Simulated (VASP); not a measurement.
# KTaO3 (Pm-3m) in VASP: further runs

KTaO3 is run at these levels: PBEsol; tasks: relaxation of cell and atoms.

All numbers are computed with VASP 6.6.1; they aren't measurements. Logs are shortened: lines on timing, memory, paths and dates and some standing lists are left out, and cuts for length are marked.

### Step 1. The cell of the first run

It takes space group Pm-3m (No. 221, cubic). The conventional cell has a = 3.988 Å, b = 3.988 Å, c = 3.988 Å, α = 90.00°, β = 90.00°, γ = 90.00°. Ta (site symmetry m-3m) has 6 O at 1.99 Å within 2.6 Å. K (site symmetry m-3m) has 12 O at 2.82 Å and 8 Ta at 3.45 Å within 3.7 Å. O (site symmetry 4/mmm) has 2 Ta at 1.99 Å within 2.6 Å.

### Step 2. Relaxation of cell and atoms, PBEsol, target pressure 20 GPa, at which the enthalpy is minimised

Contents of INCAR:

```
PREC = Accurate
ENCUT = 600
EDIFF = 1E-6
ISMEAR = -1
SIGMA = 0.05
LREAL = F
LASPH = T
NELM = 60
ALGO = Normal
ISIF = 3
LWAVE = F
LCHARG = F
GGA = PS
IBRION = 2
NSW = 60
EDIFFG = -0.01
PSTRESS = 200.0
```

Contents of KPOINTS:

```
Automatic mesh
0
Gamma
  7 7 7
```

Contents of POSCAR:

```
KTaO3
1.0
    3.9883000000      0.0000000000      0.0000000000
    0.0000000000      3.9883000000      0.0000000000
    0.0000000000      0.0000000000      3.9883000000
Ta K O
1 1 3
Direct
    0.0000000000      0.0000000000      0.0000000000
    0.5000000000      0.5000000000      0.5000000000
    0.0000000000      0.0000000000      0.5000000000
    0.0000000000      0.5000000000      0.0000000000
    0.5000000000      0.0000000000      0.0000000000
```

Potentials or basis: VASP PAW PBE potentials, release 64 (Ta_pv, K_sv, O).

The run is started by

```
$ cat potpaw_PBE.64/Ta_pv/POTCAR potpaw_PBE.64/K_sv/POTCAR potpaw_PBE.64/O/POTCAR > POTCAR
$ mpirun -np 1 vasp_std > vasp.out
```

OUTCAR:

```text
PREC = Accurate
   ENCUT = 600
   EDIFF = 1E-6
   ISMEAR = -1
   LREAL = F
   LASPH = T
   NELM = 60
   ISIF = 3
   GGA = PS
   IBRION = 2
   NSW = 60
   EDIFFG = -0.01
   PSTRESS = 200.0

 ion  position               nearest neighbor table
   1  0.000  0.000  0.000-   3 1.99   4 1.99   5 1.99   3 1.99   4 1.99   5 1.99   2 3.45   2 3.45
                             2 3.45   2 3.45   2 3.45   2 3.45   2 3.45   2 3.45
   2  0.500  0.500  0.500-   3 2.82   4 2.82   5 2.82   4 2.82   5 2.82   3 2.82   5 2.82   5 2.82
                             3 2.82   4 2.82   4 2.82   3 2.82   1 3.45   1 3.45   1 3.45   1 3.45
   3  0.000  0.000  0.500-   1 1.99   1 1.99   2 2.82   2 2.82   2 2.82   2 2.82
   4  0.000  0.500  0.000-   1 1.99   1 1.99   2 2.82   2 2.82   2 2.82   2 2.82
   5  0.500  0.000  0.000-   1 1.99   1 1.99   2 2.82   2 2.82   2 2.82   2 2.82

  LATTYP: Found a simple cubic cell.
 ALAT       =     3.9883000000

  Lattice vectors:

 A1 = (   3.9883000000,   0.0000000000,   0.0000000000)
 A2 = (   0.0000000000,   3.9883000000,   0.0000000000)
 A3 = (   0.0000000000,   0.0000000000,   3.9883000000)

Analysis of symmetry for initial positions (statically):
=====================================================================
 Subroutine PRICEL returns:
 Original cell was already a primitive cell.

 Routine SETGRP: Setting up the symmetry group for a
 simple cubic supercell.

 Subroutine GETGRP returns: Found 48 space group operations
 (whereof 48 operations were pure point group operations)
 out of a pool of 48 trial point group operations.

The static configuration has the point symmetry O_h .

Analysis of symmetry for dynamics (positions and initial velocities):
=====================================================================
 Subroutine PRICEL returns:
 Original cell was already a primitive cell.

 Routine SETGRP: Setting up the symmetry group for a
 simple cubic supercell.

 Subroutine GETGRP returns: Found 48 space group operations
 (whereof 48 operations were pure point group operations)
 out of a pool of 48 trial point group operations.

The dynamic configuration has the point symmetry O_h .

 Subroutine INISYM returns: Found 48 space group operations
 (whereof 48 operations are pure point group operations),
 and found     1 'primitive' translations

----------------------------------------------------------------------------------------

                                     Primitive cell

  volume of cell :      63.4400

  direct lattice vectors                    reciprocal lattice vectors
     3.988300000  0.000000000  0.000000000     0.250733395  0.000000000  0.000000000
     0.000000000  3.988300000  0.000000000     0.000000000  0.250733395  0.000000000
     0.000000000  0.000000000  3.988300000     0.000000000  0.000000000  0.250733395

  length of vectors
     3.988300000  3.988300000  3.988300000     0.250733395  0.250733395  0.250733395

  position of ions in fractional coordinates (direct lattice)
     0.000000000  0.000000000  0.000000000
     0.500000000  0.500000000  0.500000000
     0.000000000  0.000000000  0.500000000
     0.000000000  0.500000000  0.000000000
     0.500000000  0.000000000  0.000000000

  ion indices of the primitive-cell ions
   primitive index   ion index
                 1           1
                 2           2
                 3           3
                 4           4
                 5           5

----------------------------------------------------------------------------------------

 KPOINTS: Automatic mesh

Automatic generation of k-mesh.
 Grid dimensions read from file:
 generate k-points for:    7    7    7

 Generating k-lattice:

  Cartesian coordinates                     Fractional coordinates (reciprocal lattice)
     0.035819056  0.000000000  0.000000000     0.142857143  0.000000000  0.000000000
     0.000000000  0.035819056  0.000000000     0.000000000  0.142857143  0.000000000
     0.000000000  0.000000000  0.035819056     0.000000000  0.000000000  0.142857143

  Length of vectors
     0.035819056  0.035819056  0.035819056

  Shift w.r.t. Gamma in fractional coordinates (k-lattice)
     0.000000000  0.000000000  0.000000000

 Subroutine IBZKPT returns following result:
 ===========================================

 Found     20 irreducible k-points:

 Following reciprocal coordinates:
            Coordinates               Weight
  0.000000  0.000000  0.000000      1.000000
  0.142857  0.000000  0.000000      6.000000
  0.285714  0.000000  0.000000      6.000000
  0.428571  0.000000  0.000000      6.000000
  0.142857  0.142857  0.000000     12.000000
  0.285714  0.142857  0.000000     24.000000
[... 12 lines left out ...]
  0.428571  0.428571  0.285714     24.000000
  0.428571  0.428571  0.428571      8.000000
   k-points           NKPTS =     20   k-points in BZ     NKDIM =     20   number of bands    NBANDS=     23
   number of dos      NEDOS =    301   number of ions     NIONS =      5
   total plane-waves  NPLWV =  32768
   dimension x,y,z NGX =    32 NGY =   32 NGZ =   32
   dimension x,y,z NGXF=    64 NGYF=   64 NGZF=   64
   ions per type =               1   1   3
   NGX,Y,Z   is equivalent  to a cutoff of  13.34, 13.34, 13.34 a.u.
   NGXF,Y,Z  is equivalent  to a cutoff of  26.68, 26.68, 26.68 a.u.
 SYSTEM =  unknown system
   PREC   = accura    normal or accurate (medium, high low for compatibility)
   ISTART =      0    job   : 0-new  1-cont  2-samecut
   ICHARG =      2    charge: 1-file 2-atom 10-const
   ISPIN  =      1    spin polarized calculation?
   LNONCOLLINEAR =      F non collinear calculations
   LSORBIT =      F    spin-orbit coupling
   LASPH  =      T    aspherical Exc in radial PAW
   ENCUT  =  600.0 eV  44.10 Ry    6.64 a.u.   7.97  7.97  7.97*2*pi/ulx,y,z
   NELM   =     60;   NELMIN=  2; NELMDL= -5     # of ELM steps
   EDIFF  = 0.1E-05   stopping-criterion for ELM
   LREAL  =      F    real-space projection
   EDIFFG = -.1E-01   stopping-criterion for IOM
   NSW    =     60    number of steps for IOM
   IBRION =      2    ionic relax: 0-MD 1-quasi-New 2-CG
   NFREE  =      1    steps in history (QN), initial steepest desc. (CG)
   ISIF   =      3    stress and relaxation
   ISYM   =      2    0-nonsym 1-usesym 2-fastsym
   POTIM  = 0.5000    time-step for ionic-motion
   TEBEG  =    0.0;   TEEND  =   0.0 temperature during run
   PSTRESS=  200.0 pullay stress
   NELECT =      38.0000    total number of electrons
   NUPDOWN=      -1.0000    fix difference up-down
   EMIN   =  10.00;   EMAX   =-10.00  energy-range for DOS
   EFERMI =   0.00;   METHOD = LEGACY
   ISMEAR =    -1;   SIGMA  =   0.05  broadening in eV -4-tet -1-fermi 0-gaus
   EFERMI_NEDOS =   21; number of points for ismear=-14 and -15
   IALGO  =     38    algorithm
   IMIX   =      4    mixing-type and parameters
     AMIX     =   0.40;   BMIX     =  1.00
     AMIX_MAG =   1.60;   BMIX_MAG =  1.00
  volume/ion in A,a.u.               =      12.69        85.62
  Fermi-wavevector in a.u.,A,eV,Ry     =   1.380008  2.607837 25.911228  1.904422
  Thomas-Fermi vector in A             =   2.504925
   LORBIT       =      0    0 simple, 1 ext, 2 COOP (PROOUT), +10 PAW based schemes
   GGA     = PS    functional components
   LHFCALC =     F    Hartree Fock is set to
   AEXX    =    0.0000 exact exchange contribution
   IVDW    =     0    specifies the selected vdW correction
   LEPSILON=     F    determine dielectric tensor
   LRPA    =     F    only Hartree local field effects (RPA)
 conjugate gradient relaxation of ions
 non-spin polarized calculation
  energy-cutoff  :      600.00
  volume of cell :       63.44
 maximum number of plane-waves:      2146
 NGX is ok and might be reduce to    32
   NGX = 15   NGY = 15   NGZ = 15

--------------------------------------- Ionic step        1  -------------------------------------------

 number of electron      37.9999990 magnetization

 Free energy of the ion-electron system (eV)
  ---------------------------------------------------
  ext. energy  EPLUGINS =         0.00000000
  ---------------------------------------------------
  free energy    TOTEN  =       -42.92824474 eV

  energy without entropy =      -42.92824474  energy(sigma->0) =      -42.92824474

------------------------ aborting loop because EDIFF is reached ----------------------------------------

  FORCE on cell =-STRESS in cart. coord.  units (eV):
  Direction    XX          YY          ZZ          XY          YZ          ZX
  --------------------------------------------------------------------------------------
  -------------------------------------------------------------------------------------
  Total        0.0518541      0.0518541      0.0518541      0.0000000      0.0000000      0.0000000
  in kB        1.3095741      1.3095741      1.3095741      0.0000000      0.0000000      0.0000000
  external PRESSURE =    -198.6904259 kB  Pullay stress =     200.0000000 kB

 VOLUME and BASIS-vectors are now :
 -----------------------------------------------------------------------------
  energy-cutoff  :      600.00
  volume of cell :       63.44
      direct lattice vectors                 reciprocal lattice vectors
     3.988300000  0.000000000  0.000000000     0.250733395  0.000000000  0.000000000
     0.000000000  3.988300000  0.000000000     0.000000000  0.250733395  0.000000000
     0.000000000  0.000000000  3.988300000     0.000000000  0.000000000  0.250733395
[... 216 lines left out ...]
  FREE ENERGIE OF THE ION-ELECTRON SYSTEM (eV)
  ---------------------------------------------------
  free  energy   TOTEN  =       -42.6500193756 eV

  energy  without entropy=      -42.6500193755  energy(sigma->0) =      -42.65001938

  enthalpy is  TOTEN    =       -35.3378057307 eV   P V=        7.3122136448

--------------------------------------- Ionic step        7  -------------------------------------------

 number of electron      37.9999983 magnetization

 Free energy of the ion-electron system (eV)
  ---------------------------------------------------
  ext. energy  EPLUGINS =         0.00000000
  ---------------------------------------------------
  free energy    TOTEN  =       -42.63910115 eV

  energy without entropy =      -42.63910115  energy(sigma->0) =      -42.63910115

 E-fermi :   3.2571     XC(G=0): -11.5734

 val. band max:        2.1704259117   @ k =   0.4286   0.4286   0.4286
 cond. band min:       4.4823950561   @ k =   0.0000   0.0000   0.0000
 fundamental gap:      2.3119691444
 Fermi energy:         3.2570564330

 k-point     1 :       0.0000    0.0000    0.0000
  band No.  band energies     occupation
      1     -31.4711      2.00000
      2     -31.4711      2.00000
      3     -31.4711      2.00000
      4     -24.8304      2.00000
      5     -15.5450      2.00000
      6     -14.8065      2.00000
[... 15 lines left out ...]
     22       4.4824      0.00000
     23       9.3430      0.00000
[... 514 lines left out ...]
 POSITION                                       TOTAL-FORCE (eV/Angst)
 -----------------------------------------------------------------------------------
     -0.00000      0.00000      3.88172        -0.000000     -0.000000      0.000000
      1.94086      1.94086      1.94086         0.000000      0.000000      0.000000
     -0.00000      0.00000      1.94086        -0.000000      0.000000      0.000000
     -0.00000      1.94086      3.88172        -0.000000     -0.000000      0.000000
      1.94086      0.00000      3.88172        -0.000000     -0.000000      0.000000
 -----------------------------------------------------------------------------------
    total drift:                                0.000000      0.000000      0.000000

  FREE ENERGIE OF THE ION-ELECTRON SYSTEM (eV)
  ---------------------------------------------------
  free  energy   TOTEN  =       -42.6391011538 eV

  energy  without entropy=      -42.6391011538  energy(sigma->0) =      -42.63910115

  enthalpy is  TOTEN    =       -35.3379160805 eV   P V=        7.3011850733

 reached required accuracy - stopping structural energy minimisation
```

Wall time 3.5 min (1 thread of Intel Xeon 8259CL, shared host); peak memory 0.21 GiB.

What came out:

- Free energy: -42.6391 eV
- Relaxed volume: 11.70 Å³/atom
- Relaxed cell: a = 3.882 Å, b = 3.882 Å, c = 3.882 Å, α = 90.00°, β = 90.00°, γ = 90.00°
- Space group after relaxing (to 0.1 Å): Pm-3m (No. 221)
- Energy change on relaxing (the run minimises the enthalpy): +57.8 meV/atom
- Ionic steps: 7
- Pressure after relaxing: 20.0 GPa
- Band gap on the k mesh: 2.31 eV (least direct gap 2.81 eV)

The path:
| step | energy change (eV) | largest force (eV/Å) | pressure (GPa) | volume (Å³) |
| --- | --- | --- | --- | --- |
| 1 | 0.0000 | 0.0000 | 0.13 | 63.44 |
| 2 | 2.7698 | 0.0000 | 82.04 | 50.06 |
| 3 | 0.2595 | 0.0000 | 18.84 | 58.73 |
| 4 | 0.2832 | 0.0000 | 19.78 | 58.54 |
| 5 | 0.2951 | 0.0000 | 20.25 | 58.44 |
| 6 | 0.2782 | 0.0000 | 19.63 | 58.58 |
| 7 | 0.2891 | 0.0000 | 20.02 | 58.49 |

Final structure:
```yaml
crystal:
  lattice:
    - [3.88172, 0.00000, 0.00000]
    - [0.00000, 3.88172, 0.00000]
    - [0.00000, 0.00000, 3.88172]
  atoms:
    - { symbol: Ta, position: [0.00000, 0.00000, 0.00000] }
    - { symbol: K, position: [0.50000, 0.50000, 0.50000] }
    - { symbol: O, position: [0.00000, 0.00000, 0.50000] }
    - { symbol: O, position: [0.00000, 0.50000, 0.00000] }
    - { symbol: O, position: [0.50000, 0.00000, 0.00000] }
```

Caveat: the cell is relaxed towards a set pressure, so the run minimises the enthalpy, not the energy; the PAW data sets were made with another functional, which shifts forces and pressure a little; spin-orbit coupling is left out, which moves the levels of the heavy elements; an odd mesh through Γ misses points on the zone boundary, where band edges can lie.

### Step 3. Relaxation of cell and atoms, PBEsol, target pressure 30 GPa, at which the enthalpy is minimised

Contents of INCAR:

```
SYSTEM = KTaO3
PREC = Accurate ; ENCUT = 600
EDIFF = 1E-6 ; ISMEAR = -1
SIGMA = 0.05 ; LREAL = .False.
LASPH = .True. ; NELM = 60
ALGO = Normal ; ISIF = 3
LWAVE = .False. ; LCHARG = .False.
GGA = PS ; IBRION = 2
NSW = 60 ; EDIFFG = -0.01
PSTRESS = 300.0
```

Contents of KPOINTS:

```
Automatic mesh
0
Gamma
  7 7 7
  0 0 0
```

POSCAR is that of step 2.

Potentials or basis: VASP PAW PBE potentials, release 64 (Ta_pv, K_sv, O).

The run is started by

```
$ cat potpaw_PBE.64/Ta_pv/POTCAR potpaw_PBE.64/K_sv/POTCAR potpaw_PBE.64/O/POTCAR > POTCAR
$ mpirun -np 1 vasp_std > vasp.out
```

Wall time 3.6 min (1 thread of Intel Xeon 8259CL, shared host); peak memory 0.21 GiB.

The run converged. Its results:

```
Free energy                                                : -42.3506 eV
Relaxed volume                                             : 11.33 Å³/atom
Relaxed cell                                               : a = 3.840 Å, b = 3.840 Å, c = 3.840 Å, α = 90.00°, β = 90.00°, γ = 90.00°
Space group after relaxing (to 0.1 Å)                      : Pm-3m (No. 221)
Energy change on relaxing (the run minimises the enthalpy) : +115.5 meV/atom
Ionic steps                                                : 5
Pressure after relaxing                                    : 30.0 GPa
Band gap on the k mesh                                     : 2.37 eV (least direct gap 2.83 eV)
```

Step by step:
```
step  energy change (eV)  largest force (eV/Å)  pressure (GPa)  volume (Å³)
   1              0.0000                0.0000            0.13        63.44
   2              7.2277                0.0000          165.62        44.11
   3              0.4760                0.0000           26.75        57.21
   4              0.5508                0.0000           29.16        56.78
   5              0.5777                0.0000           30.00        56.63
```

Final structure:
```
CELL_PARAMETERS angstrom
3.84016 0.00000 0.00000
0.00000 3.84016 0.00000
0.00000 0.00000 3.84016
ATOMIC_POSITIONS crystal
Ta 0.00000 0.00000 0.00000
K 0.50000 0.50000 0.50000
O 0.00000 0.00000 0.50000
O 0.00000 0.50000 0.00000
O 0.50000 0.00000 0.00000
```

Levels at points of the mesh, in eV from the valence-band top:
| k point | band 16 | band 17 | band 18 | band 19 | band 20 | band 21 | band 22 | band 23 |
| --- | --- | --- | --- | --- | --- | --- | --- | --- |
| (0.00, 0.00, 0.00) | -1.20 | -0.46 | -0.46 | -0.46 | 2.37 | 2.37 | 2.37 | 7.45 |

Caveat: the cell is relaxed towards a set pressure, so the run minimises the enthalpy, not the energy; the PAW data sets were made with another functional, which shifts forces and pressure a little; spin-orbit coupling is left out, which moves the levels of the heavy elements; an odd mesh through Γ misses points on the zone boundary, where band edges can lie.
